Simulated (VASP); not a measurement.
# Ge in VASP: notebook

The runs below take Ge through single point, with PBE, r2SCAN.

Everything below comes from runs of VASP 6.6.1. Logs are shortened: lines on timing, memory, paths and dates and some standing lists are left out, and cuts for length are marked.

## 1. The cell of the first run

Symmetry: R-3m, No. 166, trigonal system. The conventional cell has a = 4.073 Å, b = 4.073 Å, c = 9.977 Å, α = 90.00°, β = 90.00°, γ = 120.00°. Within 3.2 Å of Ge (site symmetry 3m) lie 4 Ge at 2.43 to 2.51 Å.

## 2. Single point, PBE

The input, INCAR:

```
ALGO     = Normal         # electronic algorithm
EDIFF    = 1E-6           # SCF threshold, eV
ENCUT    = 520            # plane-wave cutoff, eV
GGA      = PE             # functional
ISIF     = 2              # what is computed and relaxed
ISMEAR   = -1             # smearing method
LASPH    = T              # aspherical terms in the spheres
LCHARG   = F              # write CHGCAR
LREAL    = F              # projectors in reciprocal space
LWAVE    = F              # write WAVECAR
NBANDS   = 21             # bands
NELM     = 60             # most SCF steps
PREC     = Accurate       # precision mode
SIGMA    = 0.05           # smearing width, eV
```

The input, KPOINTS:

```
k-points
0
Gamma
  4 4 4
```

The input, POSCAR:

```
Ge
1.0
    0.0000000000      2.8800000000      2.8800000000
    2.8800000000      0.0000000000      2.8800000000
    2.8800000000      2.8800000000      0.0000000000
Ge
2
Direct
    0.0060140653      0.0060140653      0.0060140653
    0.2500000000      0.2500000000      0.2500000000
```

Potentials or basis: VASP PAW PBE potentials, release 64 (Ge_d).

Launch:

```console
$ cat potpaw_PBE.64/Ge_d/POTCAR > POTCAR
$ mpirun -np 1 vasp_std > vasp.out
```

OUTCAR:

```text
EDIFF = 1E-6
   ENCUT = 520
   GGA = PE
   ISIF = 2
   ISMEAR = -1
   LASPH = T
   LREAL = F
   NELM = 60
   PREC = Accurate

 ion  position               nearest neighbor table
   1  0.006  0.006  0.006-   2 2.43   2 2.51   2 2.51   2 2.51
   2  0.250  0.250  0.250-   1 2.43   1 2.51   1 2.51   1 2.51

  LATTYP: Found a face centered cubic cell.
 ALAT       =     5.7600000000

  Lattice vectors:

 A1 = (   0.0000000000,   2.8800000000,   2.8800000000)
 A2 = (   2.8800000000,   0.0000000000,   2.8800000000)
 A3 = (   2.8800000000,   2.8800000000,   0.0000000000)

Analysis of symmetry for initial positions (statically):
=====================================================================
 Subroutine PRICEL returns:
 Original cell was already a primitive cell.

 Routine SETGRP: Setting up the symmetry group for a
 face centered cubic supercell.

 Subroutine GETGRP returns: Found 12 space group operations
 (whereof  6 operations were pure point group operations)
 out of a pool of 48 trial point group operations.

The static configuration has the point symmetry C_3v.
 The point group associated with its full space group is D_3d.

Analysis of symmetry for dynamics (positions and initial velocities):
=====================================================================
 Subroutine PRICEL returns:
 Original cell was already a primitive cell.

 Routine SETGRP: Setting up the symmetry group for a
 face centered cubic supercell.

 Subroutine GETGRP returns: Found 12 space group operations
 (whereof  6 operations were pure point group operations)
 out of a pool of 48 trial point group operations.

The dynamic configuration has the point symmetry C_3v.
 The point group associated with its full space group is D_3d.

 Subroutine INISYM returns: Found 12 space group operations
 (whereof  6 operations are pure point group operations),
 and found     1 'primitive' translations

----------------------------------------------------------------------------------------

                                     Primitive cell

  volume of cell :      47.7757

  direct lattice vectors                    reciprocal lattice vectors
     0.000000000  2.880000000  2.880000000    -0.173611111  0.173611111  0.173611111
     2.880000000  0.000000000  2.880000000     0.173611111 -0.173611111  0.173611111
     2.880000000  2.880000000  0.000000000     0.173611111  0.173611111 -0.173611111

  length of vectors
     4.072935060  4.072935060  4.072935060     0.300703265  0.300703265  0.300703265

  position of ions in fractional coordinates (direct lattice)
     0.006014065  0.006014065  0.006014065
     0.250000000  0.250000000  0.250000000

  ion indices of the primitive-cell ions
   primitive index   ion index
                 1           1
                 2           2

----------------------------------------------------------------------------------------

 KPOINTS: k-points

Automatic generation of k-mesh.
 Grid dimensions read from file:
 generate k-points for:    4    4    4

 Generating k-lattice:

  Cartesian coordinates                     Fractional coordinates (reciprocal lattice)
    -0.043402778  0.043402778  0.043402778     0.250000000  0.000000000  0.000000000
     0.043402778 -0.043402778  0.043402778     0.000000000  0.250000000  0.000000000
     0.043402778  0.043402778 -0.043402778     0.000000000  0.000000000  0.250000000

  Length of vectors
     0.075175816  0.075175816  0.075175816

  Shift w.r.t. Gamma in fractional coordinates (k-lattice)
     0.000000000  0.000000000  0.000000000

 Subroutine IBZKPT returns following result:
 ===========================================

 Found     13 irreducible k-points:

 Following reciprocal coordinates:
            Coordinates               Weight
  0.000000  0.000000  0.000000      1.000000
  0.250000  0.000000  0.000000      6.000000
  0.250000  0.250000  0.250000      2.000000
  0.500000  0.000000  0.000000      3.000000
  0.500000  0.500000  0.500000      1.000000
  0.250000  0.250000  0.000000      6.000000
  0.500000  0.250000  0.000000     12.000000
  0.250000  0.250000 -0.250000      6.000000
  0.500000  0.250000  0.500000      6.000000
 -0.250000  0.250000  0.000000      6.000000
  0.250000  0.250000  0.500000      6.000000
  0.500000  0.500000  0.000000      3.000000
 -0.250000  0.500000  0.250000      6.000000
   k-points           NKPTS =     13   k-points in BZ     NKDIM =     13   number of bands    NBANDS=     21
   number of dos      NEDOS =    301   number of ions     NIONS =      2
   total plane-waves  NPLWV =  27000
   dimension x,y,z NGX =    30 NGY =   30 NGZ =   30
   dimension x,y,z NGXF=    60 NGYF=   60 NGZF=   60
   ions per type =               2
   NGX,Y,Z   is equivalent  to a cutoff of  12.25, 12.25, 12.25 a.u.
   NGXF,Y,Z  is equivalent  to a cutoff of  24.49, 24.49, 24.49 a.u.
 SYSTEM =  unknown system
   PREC   = accura    normal or accurate (medium, high low for compatibility)
   ISTART =      0    job   : 0-new  1-cont  2-samecut
   ICHARG =      2    charge: 1-file 2-atom 10-const
   ISPIN  =      1    spin polarized calculation?
   LNONCOLLINEAR =      F non collinear calculations
   LSORBIT =      F    spin-orbit coupling
   LASPH  =      T    aspherical Exc in radial PAW
   ENCUT  =  520.0 eV  38.22 Ry    6.18 a.u.   7.57  7.57  7.57*2*pi/ulx,y,z
   NELM   =     60;   NELMIN=  2; NELMDL= -5     # of ELM steps
   EDIFF  = 0.1E-05   stopping-criterion for ELM
   LREAL  =      F    real-space projection
   EDIFFG = 0.1E-04   stopping-criterion for IOM
   NSW    =      0    number of steps for IOM
   IBRION =     -1    ionic relax: 0-MD 1-quasi-New 2-CG
   NFREE  =      0    steps in history (QN), initial steepest desc. (CG)
   ISIF   =      2    stress and relaxation
   ISYM   =      2    0-nonsym 1-usesym 2-fastsym
   POTIM  = 0.5000    time-step for ionic-motion
   TEBEG  =    0.0;   TEEND  =   0.0 temperature during run
   PSTRESS=    0.0 pullay stress
   NELECT =      28.0000    total number of electrons
   NUPDOWN=      -1.0000    fix difference up-down
   EMIN   =  10.00;   EMAX   =-10.00  energy-range for DOS
   EFERMI =   0.00;   METHOD = LEGACY
   ISMEAR =    -1;   SIGMA  =   0.05  broadening in eV -4-tet -1-fermi 0-gaus
   EFERMI_NEDOS =   21; number of points for ismear=-14 and -15
   IALGO  =     38    algorithm
   IMIX   =      4    mixing-type and parameters
     AMIX     =   0.40;   BMIX     =  1.00
     AMIX_MAG =   1.60;   BMIX_MAG =  1.00
  volume/ion in A,a.u.               =      23.89       161.20
  Fermi-wavevector in a.u.,A,eV,Ry     =   1.370014  2.588951 25.537299  1.876939
  Thomas-Fermi vector in A             =   2.495838
   LORBIT       =      0    0 simple, 1 ext, 2 COOP (PROOUT), +10 PAW based schemes
   GGA     = PE    functional components
[... 5 lines left out ...]
 non-spin polarized calculation
  energy-cutoff  :      520.00
  volume of cell :       47.78
 maximum number of plane-waves:      1305
   NGX = 15   NGY = 15   NGZ = 15

 number of electron      27.9999994 magnetization

 Free energy of the ion-electron system (eV)
  ---------------------------------------------------
  ext. energy  EPLUGINS =         0.00000000
  ---------------------------------------------------
  free energy    TOTEN  =        -8.78088752 eV

  energy without entropy =       -8.77755205  energy(sigma->0) =       -8.77921978

 E-fermi :   4.4555     XC(G=0):  -9.6413

 val. band max:        4.2288041947   @ k =   0.0000   0.0000   0.0000
 cond. band min:       4.4916358484   @ k =   0.5000   0.0000   0.0000
 fundamental gap:      0.2628316537
 Fermi energy:         4.4554513558

 k-point     1 :       0.0000    0.0000    0.0000
  band No.  band energies     occupation
      1     -20.2144      2.00000
      2     -20.1965      2.00000
      3     -20.1965      2.00000
      4     -20.1707      2.00000
      5     -20.1707      2.00000
      6     -19.9928      2.00000
[... 13 lines left out ...]
     20      13.8434      0.00000
     21      13.8434      0.00000

 k-point     2 :       0.2500    0.0000    0.0000
  band No.  band energies     occupation
      1     -20.2277      2.00000
      2     -20.2109      2.00000
      3     -20.1881      2.00000
      4     -20.1488      2.00000
      5     -20.1465      2.00000
      6     -20.0102      2.00000
[... 13 lines left out ...]
     20      12.7524      0.00000
     21      12.8318      0.00000

 k-point     3 :       0.2500    0.2500    0.2500
  band No.  band energies     occupation
      1     -20.2181      2.00000
      2     -20.2181      2.00000
      3     -20.2144      2.00000
      4     -20.1406      2.00000
      5     -20.1406      2.00000
      6     -20.0186      2.00000
[... 13 lines left out ...]
     20      12.6600      0.00000
     21      12.6600      0.00000

 k-point     4 :       0.5000    0.0000    0.0000
  band No.  band energies     occupation
      1     -20.2333      2.00000
      2     -20.2151      2.00000
      3     -20.1786      2.00000
      4     -20.1369      2.00000
      5     -20.1345      2.00000
      6     -20.0224      2.00000
[... 13 lines left out ...]
     20      14.8837      0.00000
     21      15.3756      0.00000

 k-point     5 :       0.5000    0.5000    0.5000
  band No.  band energies     occupation
      1     -20.2253      2.00000
      2     -20.2253      2.00000
      3     -20.2146      2.00000
      4     -20.1295      2.00000
      5     -20.1295      2.00000
      6     -20.0261      2.00000
[... 13 lines left out ...]
     20      15.2266      0.00000
     21      15.3456      0.00000
[... 118 lines left out ...]
     20      13.7821      0.00000
     21      16.0392      0.00000

 k-point    11 :       0.2500    0.2500    0.5000
  band No.  band energies     occupation
      1     -20.2454      2.00000
      2     -20.2283      2.00000
      3     -20.1739      2.00000
      4     -20.1322      2.00000
      5     -20.1028      2.00000
      6     -20.0530      2.00000
[... 13 lines left out ...]
     20      13.6719      0.00000
     21      16.1000      0.00000

 k-point    12 :       0.5000    0.5000    0.0000
  band No.  band energies     occupation
      1     -20.2399      2.00000
      2     -20.2285      2.00000
      3     -20.1603      2.00000
      4     -20.1515      2.00000
      5     -20.0800      2.00000
      6     -20.0643      2.00000
[... 13 lines left out ...]
     20      15.7590      0.00000
     21      17.0391      0.00000

 k-point    13 :      -0.2500    0.5000    0.2500
  band No.  band energies     occupation
      1     -20.2530      2.00000
      2     -20.2372      2.00000
      3     -20.1289      2.00000
      4     -20.1154      2.00000
      5     -20.0824      2.00000
      6     -20.0736      2.00000
[... 13 lines left out ...]
     20      15.2176      0.00000
     21      17.0810      0.00000

------------------------ aborting loop because EDIFF is reached ----------------------------------------

  FORCE on cell =-STRESS in cart. coord.  units (eV):
  Direction    XX          YY          ZZ          XY          YZ          ZX
  --------------------------------------------------------------------------------------
  -------------------------------------------------------------------------------------
  Total        0.3355951      0.3355951      0.3355951      0.3201219      0.3201219      0.3201219
  in kB       11.2543076     11.2543076     11.2543076     10.7354069     10.7354069     10.7354069
  external PRESSURE =      11.2543076 kB  Pullay stress =       0.0000000 kB

 VOLUME and BASIS-vectors are now :
 -----------------------------------------------------------------------------
  energy-cutoff  :      520.00
  volume of cell :       47.78
      direct lattice vectors                 reciprocal lattice vectors
     0.000000000  2.880000000  2.880000000    -0.173611111  0.173611111  0.173611111
     2.880000000  0.000000000  2.880000000     0.173611111 -0.173611111  0.173611111
     2.880000000  2.880000000  0.000000000     0.173611111  0.173611111 -0.173611111

 POSITION                                       TOTAL-FORCE (eV/Angst)
 -----------------------------------------------------------------------------------
      0.03464      0.03464      0.03464        -0.305026     -0.305026     -0.305026
      1.44000      1.44000      1.44000         0.305026      0.305026      0.305026
 -----------------------------------------------------------------------------------
    total drift:                                0.000084      0.000084      0.000084

  FREE ENERGIE OF THE ION-ELECTRON SYSTEM (eV)
  ---------------------------------------------------
  free  energy   TOTEN  =        -8.7808875156 eV

  energy  without entropy=       -8.7775520494  energy(sigma->0) =       -8.77921978
```

Wall time 7.2 s (1 thread of Intel Xeon 6975P-C (Granite Rapids), shared host); peak memory 0.16 GiB.

Results:

| Quantity | Value |
| --- | --- |
| Free energy | -8.7809 eV |
| Pressure | 1.1 GPa |
| Largest force | 0.528 eV/Å |
| Band gap on the k mesh | zero (band 14 reaches 4.67 eV, above the bottom of band 15 at 4.49 eV) |

Forces in eV/Å, atoms in the order of the input:
```
Ge  -0.305 -0.305 -0.305
Ge   0.305  0.305  0.305
```

Caveat: the k points lie up to 0.47 Å⁻¹ apart.

## 3. Single point, PBE

The input, INCAR:

```
PREC     = Accurate       # precision mode
ENCUT    = 520            # plane-wave cutoff, eV
EDIFF    = 1E-7           # SCF threshold, eV
ISMEAR   = -1             # smearing method
SIGMA    = 0.02           # smearing width, eV
LREAL    = False          # projectors in reciprocal space
LASPH    = True           # aspherical terms in the spheres
NELM     = 100            # most SCF steps
ALGO     = Normal         # electronic algorithm
ISIF     = 2              # what is computed and relaxed
LWAVE    = False          # write WAVECAR
LCHARG   = True           # write CHGCAR
GGA      = PE             # functional
LELF     = True           # ELF
LVHAR    = True         
NBANDS   = 21             # bands
```

The input, KPOINTS:

```
Automatic mesh
0
Gamma
  6 6 6
```

Changes to POSCAR since step 2:

```diff
@@ -8,3 +8,3 @@
 Direct
-    0.0060140653      0.0060140653      0.0060140653
+    0.0000000000      0.0000000000      0.0000000000
     0.2500000000      0.2500000000      0.2500000000
```

Potentials or basis: VASP PAW PBE potentials, release 64 (Ge_d).

Launch:

```console
$ cat potpaw_PBE.64/Ge_d/POTCAR > POTCAR
$ mpirun -np 1 vasp_std > vasp.out
```

Wall time 9.1 s (1 thread of Intel Xeon 6975P-C (Granite Rapids), shared host); peak memory 0.16 GiB.

The run converged. Its results:

```
Free energy            : -8.9934 eV
Pressure               : 0.1 GPa
Band gap on the k mesh : zero (filled and empty bands touch)
```

Levels at points of the mesh, in eV from the Fermi level:
| k point | band 12 | band 13 | band 14 | band 15 | band 16 | band 17 |
| --- | --- | --- | --- | --- | --- | --- |
| (0.00, 0.00, 0.00) | -0.44 | 0.01 | 0.01 | 0.01 | 2.53 | 2.53 |
| (0.50, 0.00, 0.00) | -7.36 | -1.32 | -1.32 | 0.03 | 3.72 | 3.72 |
| (0.50, 0.50, 0.00) | -8.69 | -2.89 | -2.89 | 0.82 | 0.82 | 9.08 |

## 4. Single point, PBE

The input, INCAR:

```
SYSTEM = Ge
PREC = Accurate
ENCUT = 520
EDIFF = 1E-6
ISMEAR = -1
SIGMA = 0.02
LREAL = .False.
LASPH = .True.
NELM = 80
ALGO = Normal
ISIF = 2
LWAVE = .False.
LCHARG = .False.
GGA = PE
NBANDS = 21
```

The input, KPOINTS:

```
Automatic mesh
0
Gamma
  6 6 6
  0 0 0
```

POSCAR is that of step 3.

Launch:

```console
$ cat potpaw_PBE.64/Ge_d/POTCAR > POTCAR
$ mpirun -np 1 vasp_std > vasp.out
```

Run time: 8 s. Hardware: 1 thread of Intel Xeon 6975P-C (Granite Rapids), shared host; peak memory 0.16 GiB.

The run converged. Its results:

```yaml
Free_energy: -8.9934 eV
Pressure: 0.1 GPa
Band_gap_on_the_k_mesh: zero (filled and empty bands touch)
```

Levels at points of the mesh, in eV from the Fermi level:
```tsv
k point	band 10	band 11	band 12	band 13	band 14	band 15	band 16	band 17	band 18	band 19
(0.00, 0.00, 0.00)	-24.51	-12.37	-0.44	0.01	0.01	0.01	2.53	2.53	2.53	6.31
(0.50, 0.00, 0.00)	-24.49	-10.41	-7.36	-1.32	-1.32	0.03	3.72	3.72	7.11	10.24
(0.50, 0.50, 0.00)	-24.48	-8.69	-8.69	-2.89	-2.89	0.82	0.82	9.08	9.08	11.09
```

(Continued in part 2 of 2.)
